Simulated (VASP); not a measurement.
# Cr: single point with PBE

Cr:

```
CELL_PARAMETERS angstrom
2.42468 0.00000 0.00000
-1.21234 2.09984 0.00000
0.00000 0.00000 4.30869
ATOMIC_POSITIONS crystal
Cr 0.33333 0.66667 0.25000
Cr 0.66667 0.33333 0.75000
```

This cell differs from its parent crystal: volume scaled by 0.92.

```yaml
Program: VASP 6.6.1
Task: single point
Functional: PBE
Potentials_or_basis: VASP PAW PBE potentials, release 64 (Cr_pv)
Cutoff: 520 eV
k_mesh: 19 × 19 × 10
Occupations: fermi-dirac, width 0.08 eV
Spin: collinear spin, ferromagnetic start
Starting_moments: "[2.0, 2.0] μB"
```

```yaml
Pressure: 22.7 GPa
Band_gap_on_the_k_mesh: zero (filled and empty bands overlap)
Net_moment: 0.00 μB per cell
Valence_electrons_inside_the_program's_atomic_spheres: Cr 11.21
```

Levels at points of the mesh, in eV from the Fermi level:
Spin up:
```
           k point  band 9  band 10  band 11  band 12  band 13  band 14  band 15  band 16
(0.00, 0.00, 0.00)   -1.31    -0.43    -0.43    -0.07    -0.04    -0.04     1.15     1.15
(0.00, 0.00, 0.50)   -1.74    -1.74    -0.40    -0.40    -0.40    -0.40     1.99     1.99
```
Spin down:
```
           k point  band 8  band 9  band 10  band 11  band 12  band 13  band 14  band 15  band 16  band 17
(0.00, 0.00, 0.00)   -4.36   -1.31    -0.43    -0.43    -0.07    -0.04    -0.04     1.15     1.15     2.43
(0.00, 0.00, 0.50)   -5.77   -1.74    -1.74    -0.40    -0.40    -0.40    -0.40     1.99     1.99     1.99
```

It took 3.2 min on 1 thread of Intel(R) Xeon(R) Platinum 8259CL CPU @ 2.50GHz (Skylake/Cascade Lake) (shared host), peak memory 0.26 GiB.

Caveat: the starting moments collapsed, and a magnetic state may lie lower.
